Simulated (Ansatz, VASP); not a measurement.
## BN in VASP and in Ansatz

```
CELL_PARAMETERS angstrom
2.50245 0.00000 0.00000
-1.25123 2.16719 0.00000
0.00000 0.00000 4.21036
ATOMIC_POSITIONS crystal
B 0.33333 0.66667 0.00008
B 0.66667 0.33333 0.50008
N 0.33333 0.66667 0.37392
N 0.66667 0.33333 0.87392
```

Change from the starting cell: strained cell.

Alike in both runs: task relaxation of the atoms; functional PBEsol; k mesh 9 × 9 × 6; occupations gaussian, width 0.02 eV; no spin polarisation.

|  | VASP | Ansatz |
| --- | --- | --- |
| version | VASP 6.6.1 | Ansatz 0.2.0 |
| potentials or method | VASP PAW PBE potentials, release 64 (B, N), cutoff 520 eV | scalar-relativistic, plane waves, PAW |
| valence electrons in the cell | 16 | 16 |

|  | VASP | Ansatz | Ansatz less VASP |
| --- | --- | --- | --- |
| gap on the k mesh at the Fermi level, each at its own relaxed structure (eV) | 4.78 | 4.80 | +0.020 |

VASP's potentials were made for PBE, not for PBEsol, and Ansatz warns of the same on its side. Ansatz's warnings: stress scf threshold loose.
